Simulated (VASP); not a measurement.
# Ca3Ti (P4/mmm) in VASP: a series of runs

Runs on Ca3Ti. Level: PBE. Tasks: single point, relaxation of cell and atoms.

Program: VASP 6.6.1. These are calculated values, not measurements. Logs are shortened: lines on timing, memory, paths and dates and some standing lists are left out, and cuts for length are marked.

### 1 The cell of the first run

It takes space group P4/mmm (No. 123, tetragonal). The conventional cell has a = 4.576 Å, b = 4.576 Å, c = 4.529 Å, α = 90.00°, β = 90.00°, γ = 90.00°. Within 4.2 Å of Ca (site symmetry mmm) lie 8 Ca at 3.22 to 3.24 Å and 4 Ti at 3.22 Å. Ca (site symmetry 4/mmm) has 8 Ca at 3.22 Å and 4 Ti at 3.24 Å within 4.2 Å. Within 4.2 Å of Ti (site symmetry 4/mmm) lie 12 Ca at 3.22 to 3.24 Å.

### 2 Single point, PBE

The input, INCAR:

```
SYSTEM = Ca3Ti
ALGO = Normal
EDIFF = 1E-6
ENCUT = 520
GGA = PE
ISIF = 2
ISMEAR = 0
LASPH = .TRUE.
LCHARG = .FALSE.
LREAL = .FALSE.
LWAVE = .FALSE.
NBANDS = 29
NELM = 60
PREC = Accurate
SIGMA = 0.1
```

The input, KPOINTS:

```
k-points
0
G
  4 4 4
  0 0 0
```

The input, POSCAR:

```
Ca3Ti
1.0
    4.5755821078      0.0000000000      0.0000000000
    0.0000000000      4.5755821078      0.0000000000
    0.0000000000      0.0000000000      4.5285515100
Ca Ti
3 1
Direct
    0.0000000000      0.5000000000      0.5000000000
    0.5000000000      0.0000000000      0.5000000000
    0.5000000000      0.5000000000      0.0000000000
    0.0000000000      0.0000000000      0.0000000000
```

Potentials or basis: VASP PAW PBE potentials, release 64 (Ca_sv, Ti_sv).

The run is started by

```sh
$ cat potpaw_PBE.64/Ca_sv/POTCAR potpaw_PBE.64/Ti_sv/POTCAR > POTCAR
$ mpirun -np 1 vasp_std > vasp.out
```

OUTCAR:

```text
SYSTEM = Ca3Ti
   EDIFF = 1E-6
   ENCUT = 520
   GGA = PE
   ISIF = 2
   ISMEAR = 0
   LASPH = .TRUE.
   LREAL = .FALSE.
   NELM = 60
   PREC = Accurate

 ion  position               nearest neighbor table
   1  0.000  0.500  0.500-
   2  0.500  0.000  0.500-
   3  0.500  0.500  0.000-
   4  0.000  0.000  0.000-

  LATTYP: Found a simple tetragonal cell.
 ALAT       =     4.5755821078
 C/A-ratio  =     0.9897213957

  Lattice vectors:

 A1 = (   4.5755821078,   0.0000000000,   0.0000000000)
 A2 = (   0.0000000000,   4.5755821078,   0.0000000000)
 A3 = (   0.0000000000,   0.0000000000,   4.5285515100)

Analysis of symmetry for initial positions (statically):
=====================================================================
 Subroutine PRICEL returns:
 Original cell was already a primitive cell.

 Routine SETGRP: Setting up the symmetry group for a
 simple tetragonal supercell.

 Subroutine GETGRP returns: Found 16 space group operations
 (whereof 16 operations were pure point group operations)
 out of a pool of 16 trial point group operations.

The static configuration has the point symmetry D_4h.

Analysis of symmetry for dynamics (positions and initial velocities):
=====================================================================
 Subroutine PRICEL returns:
 Original cell was already a primitive cell.

 Routine SETGRP: Setting up the symmetry group for a
 simple tetragonal supercell.

 Subroutine GETGRP returns: Found 16 space group operations
 (whereof 16 operations were pure point group operations)
 out of a pool of 16 trial point group operations.

The dynamic configuration has the point symmetry D_4h.

 Subroutine INISYM returns: Found 16 space group operations
 (whereof 16 operations are pure point group operations),
 and found     1 'primitive' translations

----------------------------------------------------------------------------------------

                                     Primitive cell

  volume of cell :      94.8095

  direct lattice vectors                    reciprocal lattice vectors
[... 76 lines left out ...]
   ISTART =      0    job   : 0-new  1-cont  2-samecut
   ICHARG =      2    charge: 1-file 2-atom 10-const
   ISPIN  =      1    spin polarized calculation?
   LNONCOLLINEAR =      F non collinear calculations
   LSORBIT =      F    spin-orbit coupling
   LASPH  =      T    aspherical Exc in radial PAW
   ENCUT  =  520.0 eV  38.22 Ry    6.18 a.u.   8.51  8.51  8.42*2*pi/ulx,y,z
   NELM   =     60;   NELMIN=  2; NELMDL= -5     # of ELM steps
   EDIFF  = 0.1E-05   stopping-criterion for ELM
   LREAL  =      F    real-space projection
   EDIFFG = 0.1E-04   stopping-criterion for IOM
   NSW    =      0    number of steps for IOM
   IBRION =     -1    ionic relax: 0-MD 1-quasi-New 2-CG
   NFREE  =      0    steps in history (QN), initial steepest desc. (CG)
   ISIF   =      2    stress and relaxation
   ISYM   =      2    0-nonsym 1-usesym 2-fastsym
   POTIM  = 0.5000    time-step for ionic-motion
   TEBEG  =    0.0;   TEEND  =   0.0 temperature during run
   PSTRESS=    0.0 pullay stress
   NELECT =      42.0000    total number of electrons
   NUPDOWN=      -1.0000    fix difference up-down
   EMIN   =  10.00;   EMAX   =-10.00  energy-range for DOS
   EFERMI =   0.00;   METHOD = LEGACY
   ISMEAR =     0;   SIGMA  =   0.10  broadening in eV -4-tet -1-fermi 0-gaus
   EFERMI_NEDOS =   21; number of points for ismear=-14 and -15
   IALGO  =     38    algorithm
   IMIX   =      4    mixing-type and parameters
     AMIX     =   0.40;   BMIX     =  1.00
     AMIX_MAG =   1.60;   BMIX_MAG =  1.00
  volume/ion in A,a.u.               =      23.70       159.95
  Fermi-wavevector in a.u.,A,eV,Ry     =   1.247979  2.358338 21.190413  1.557451
  Thomas-Fermi vector in A             =   2.382086
   LORBIT       =      0    0 simple, 1 ext, 2 COOP (PROOUT), +10 PAW based schemes
   GGA     = PE    functional components
   LHFCALC =     F    Hartree Fock is set to
   AEXX    =    0.0000 exact exchange contribution
   IVDW    =     0    specifies the selected vdW correction
   LEPSILON=     F    determine dielectric tensor
   LRPA    =     F    only Hartree local field effects (RPA)
 non-spin polarized calculation
 Gauss-broadening in eV      SIGMA  =   0.10
  energy-cutoff  :      520.00
  volume of cell :       94.81
 maximum number of plane-waves:      2571
 NGX is ok and might be reduce to    36
   NGX = 17   NGY = 17   NGZ = 17

 number of electron      42.0000000 magnetization

 Free energy of the ion-electron system (eV)
  ---------------------------------------------------
  ext. energy  EPLUGINS =         0.00000000
  ---------------------------------------------------
  free energy    TOTEN  =       -10.20998929 eV

  energy without entropy =      -10.17165820  energy(sigma->0) =      -10.19082374

 E-fermi :   4.8269     XC(G=0):  -9.8295

 val. band max:        4.8107194945   @ k =   0.2500   0.2500   0.0000
 cond. band min:       4.8944060039   @ k =   0.2500   0.0000   0.2500
 fundamental gap:      0.0836865094
 Fermi energy:         4.8269271099

 k-point     1 :       0.0000    0.0000    0.0000
  band No.  band energies     occupation
      1     -52.0312      2.00000
      2     -35.7264      2.00000
      3     -35.5667      2.00000
      4     -35.5615      2.00000
      5     -28.3060      2.00000
      6     -28.2971      2.00000
[... 565 lines left out ...]
     28       6.7299      0.00000
     29       6.8007      0.00000

------------------------ aborting loop because EDIFF is reached ----------------------------------------

  FORCE on cell =-STRESS in cart. coord.  units (eV):
  Direction    XX          YY          ZZ          XY          YZ          ZX
  --------------------------------------------------------------------------------------
  -------------------------------------------------------------------------------------
  Total        8.4453547      8.4453547      8.4672960      0.0000000      0.0000000      0.0000000
  in kB      142.7172459    142.7172459    143.0880300      0.0000000      0.0000000      0.0000000
  external PRESSURE =     142.8408406 kB  Pullay stress =       0.0000000 kB

 VOLUME and BASIS-vectors are now :
 -----------------------------------------------------------------------------
  energy-cutoff  :      520.00
  volume of cell :       94.81
      direct lattice vectors                 reciprocal lattice vectors
     4.575582108  0.000000000  0.000000000     0.218551427  0.000000000  0.000000000
     0.000000000  4.575582108  0.000000000     0.000000000  0.218551427  0.000000000
     0.000000000  0.000000000  4.528551510     0.000000000  0.000000000  0.220821161

 POSITION                                       TOTAL-FORCE (eV/Angst)
 -----------------------------------------------------------------------------------
      0.00000      2.28779      2.26428         0.000000      0.000000      0.000000
      2.28779      0.00000      2.26428         0.000000      0.000000      0.000000
      2.28779      2.28779      0.00000         0.000000      0.000000      0.000000
      0.00000      0.00000      0.00000         0.000000      0.000000      0.000000
 -----------------------------------------------------------------------------------
    total drift:                                0.000000      0.000000      0.000000

  FREE ENERGIE OF THE ION-ELECTRON SYSTEM (eV)
  ---------------------------------------------------
  free  energy   TOTEN  =       -10.2099892917 eV

  energy  without entropy=      -10.1716581965  energy(sigma->0) =      -10.19082374
```

Run time: 66 s. Hardware: 1 thread of Oxide Virtual Turin-like, shared host; peak memory 0.18 GiB.

Results:

```yaml
Free_energy: -10.2100 eV
Pressure: 14.3 GPa
Band_gap_on_the_k_mesh: zero (bands 21 and 22 overlap by 1.18 eV)
```

Caveat: the cell stands under pressure.

### 3 Single point, PBE

This run uses another cell than the first one, of 33.29 Å³/atom.

The input, INCAR:

```
ALGO = Normal ; EDIFF = 1E-7
ENCUT = 520 ; GGA = PE
ISIF = 2 ; ISMEAR = 0
LASPH = True ; LCHARG = False
LREAL = False ; LWAVE = False
NBANDS = 29 ; NELM = 60
PREC = Accurate ; SIGMA = 0.1
```

The input, KPOINTS:

```
k-points
0
Gamma
  4 4 4
```

The input, POSCAR:

```
Ca3Ti
1.0
    5.1160040463      0.0000000000      0.0000000000
    0.0000000000      5.1160040463      0.0000000000
    0.0000000000      0.0000000000      5.0873631747
Ca Ti
3 1
Direct
    0.0000000000      0.5000000000      0.5000000000
    0.5000000000      0.0000000000      0.5000000000
    0.5000000000      0.5000000000      0.0000000000
    0.0000000000      0.0000000000      0.0000000000
```

Potentials or basis: VASP PAW PBE potentials, release 64 (Ca_sv, Ti_sv).

The run is started by

```sh
$ cat potpaw_PBE.64/Ca_sv/POTCAR potpaw_PBE.64/Ti_sv/POTCAR > POTCAR
$ mpirun -np 1 vasp_std > vasp.out
```

It took 96 s on 1 thread of Oxide Virtual Turin-like, shared host; peak memory 0.23 GiB.

It converged, with:

```yaml
Free_energy: -11.5642 eV
Pressure: 0.1 GPa
Band_gap_on_the_k_mesh: zero (bands 21 and 22 overlap by 0.26 eV)
```

Levels at points of the mesh, in eV from the Fermi level:
```
           k point  band 17  band 18  band 19  band 20  band 21  band 22  band 23  band 24
(0.00, 0.00, 0.00)    -4.39    -0.85    -0.85    -0.83    -0.12    -0.11    -0.11     1.45
(0.50, 0.00, 0.00)    -2.94    -2.71    -0.37     0.07     0.08     0.11     0.17     0.63
(0.50, 0.50, 0.00)    -1.84    -1.46    -1.40    -1.40     0.15     0.15     0.28     0.61
(0.00, 0.00, 0.50)    -2.92    -2.69    -0.36     0.07     0.07     0.12     0.18     0.64
(0.50, 0.00, 0.50)    -1.83    -1.45    -1.39    -1.39     0.14     0.14     0.29     0.60
(0.50, 0.50, 0.50)    -1.52    -1.11    -1.11    -1.11     0.10     0.10     0.10     0.22
```

### 4 Relaxation of cell and atoms, PBE

The input, INCAR:

```
SYSTEM = Ca3Ti
PREC = Accurate
ENCUT = 600
EDIFF = 1E-6
ISMEAR = 0
SIGMA = 0.1
LREAL = .False.
LASPH = .True.
NELM = 100
ALGO = Normal
ISIF = 3
LWAVE = .False.
LCHARG = .False.
GGA = PE
IBRION = 2
NSW = 90
EDIFFG = -0.04
```

The input, KPOINTS:

```
Automatic mesh
0
Gamma
  4 4 4
  0 0 0
```

The input, POSCAR:

```
Ca3Ti
1.0
    4.5755821078      0.0000000000      0.0000000000
    0.0000000000      4.5755821078      0.0000000000
    0.0000000000      0.0000000000      4.5285515100
Ca Ti
3 1
Direct
    0.0000000000      0.5000000000      0.5000000000
    0.5000000000      0.0000000000      0.5000000000
    0.5000000000      0.5000000000      0.0000000000
    0.0000000000      0.0000000000      0.0000000000
```

The run is started by

```sh
$ cat potpaw_PBE.64/Ca_sv/POTCAR potpaw_PBE.64/Ti_sv/POTCAR > POTCAR
$ mpirun -np 1 vasp_std > vasp.out
```

Wall time 3.7 min (1 thread of Oxide Virtual Turin-like, shared host); peak memory 0.23 GiB.

It converged, with:

```yaml
Free_energy: -11.5552 eV
Relaxed_volume: 33.49 Å³/atom
Relaxed_cell: a = 5.134 Å, b = 5.134 Å, c = 5.083 Å, α = 90.00°, β = 90.00°, γ = 90.00°
Space_group_after_relaxing_to_0.1_Å: Pm-3m (No. 221)
Energy_gained_by_relaxing: 336.2 meV/atom
Ionic_steps: 4
Pressure_after_relaxing: -0.1 GPa
Band_gap_on_the_k_mesh: zero (bands 21 and 22 overlap by 0.26 eV)
```

Stress tensor (GPa, compression positive):
```
-0.09  0.00  0.00
 0.00 -0.09  0.00
 0.00  0.00 -0.02
```

Step by step:
```tsv
step	energy change (eV)	largest force (eV/Å)	pressure (GPa)	volume (Å³)
1	0.0000	0.0000	14.32	94.81
2	-1.3182	0.0000	1.39	126.94
3	-1.3331	0.0000	-0.76	138.28
4	-1.3448	0.0000	-0.07	133.97
```

Final structure:
```
CELL_PARAMETERS angstrom
5.13407 0.00000 0.00000
0.00000 5.13407 0.00000
0.00000 0.00000 5.08278
ATOMIC_POSITIONS crystal
Ca 0.00000 0.50000 0.50000
Ca 0.50000 0.00000 0.50000
Ca 0.50000 0.50000 0.00000
Ti 0.00000 0.00000 0.00000
```

Levels at points of the mesh, in eV from the Fermi level:
```csv
k point,band 16,band 17,band 18,band 19,band 20,band 21,band 22,band 23,band 24,band 25
"(0.00, 0.00, 0.00)",-22.25,-4.38,-0.84,-0.84,-0.81,-0.12,-0.10,-0.10,1.42,1.42
"(0.50, 0.00, 0.00)",-22.27,-2.94,-2.71,-0.37,0.06,0.09,0.11,0.17,0.62,0.81
"(0.50, 0.50, 0.00)",-22.23,-1.84,-1.47,-1.41,-1.41,0.16,0.16,0.28,0.60,0.73
"(0.00, 0.00, 0.50)",-22.27,-2.91,-2.68,-0.36,0.06,0.06,0.13,0.18,0.64,0.82
"(0.50, 0.00, 0.50)",-22.23,-1.82,-1.44,-1.38,-1.38,0.13,0.14,0.29,0.60,0.99
"(0.50, 0.50, 0.50)",-22.23,-1.51,-1.11,-1.11,-1.11,0.09,0.10,0.10,0.21,0.63
```

Caveat: the volume moved by over 15 % at a fixed basis, so the end points are rough.

### 5 Summary

| task | cell | cutoff (eV) | gap on the mesh (eV) | pressure (GPa) |
| --- | --- | --- | --- | --- |
| single point | a = 4.576, b = 4.576, c = 4.529 Å, 4 atoms | 520 | none | 14.3 |
| single point | a = 5.116, b = 5.116, c = 5.087 Å, 4 atoms | 520 | none | 0.1 |
| relaxation of cell and atoms | relaxed from a = 4.576, b = 4.576, c = 4.529 Å, 4 atoms | 600 | none | -0.1 |

Alike in all rows: level PBE; potentials or basis VASP PAW PBE potentials, release 64 (Ca_sv, Ti_sv); no spin polarisation; k mesh 4 × 4 × 4; smearing gaussian 0.1 eV.

Caveats: the cell stands under pressure (at least some runs); the volume moved by over 15 % at a fixed basis, so the end points are rough (at least some runs).

Absolute energies hang on the potentials; compare differences alone.

The gap in the log of VASP goes by the Fermi energy; the results here count the filled bands.